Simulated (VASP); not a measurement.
Write the native input for VASP 6.6.1 that does the following.

```yaml
Task: single point
Functional: PBE
Potentials_or_basis: VASP PAW PBE potentials, release 64 (C)
Cutoff: 520 eV
k_mesh: 8 × 8 × 8
Occupations: fermi-dirac, width 0.05 eV
Spin: no spin polarisation
Dipole_correction: no
Further_INCAR_settings: ALGO = Normal; EDIFF = 1e-06; NBANDS = 11
```

The structure of C lies in POSCAR:

```
C
1.0
    0.0000000000      1.7833700000      1.7833700000
    1.7833700000      0.0000000000      1.7833700000
    1.7833700000      1.7833700000      0.0000000000
C
2
Direct
    0.6897270000      0.8060990000      0.7208250000
    0.4663400000      0.5247780000      0.5158600000
```

One way to write it, as run:

INCAR

```
SYSTEM = C
ALGO = Normal
EDIFF = 1E-6
ENCUT = 520
GGA = PE
ISIF = 2
ISMEAR = -1
LASPH = .TRUE.
LCHARG = .FALSE.
LREAL = .FALSE.
LWAVE = .FALSE.
NBANDS = 11
NELM = 60
PREC = Accurate
SIGMA = 0.05
```

KPOINTS

```
k-points
0
G
  8 8 8
  0 0 0
```

Potentials or basis: VASP PAW PBE potentials, release 64 (C).

The run is started by

```console
$ cat potpaw_PBE.64/C/POTCAR > POTCAR
$ mpirun -np 1 vasp_std > vasp.out
```

Results of the run:

- Pressure: 8.2 GPa
- Largest force: 4.631 eV/Å
- Band gap on the k mesh: 1.79 eV, indirect (least direct gap 1.88 eV)

Caveat: forces of over 1 eV/Å act on the atoms, so gaps and moduli don't describe the material at rest.

Run time: 14 s on 1 thread of AMD EPYC 9R45 96-Core Processor (Zen 5) (shared host), peak memory 0.1 GiB.
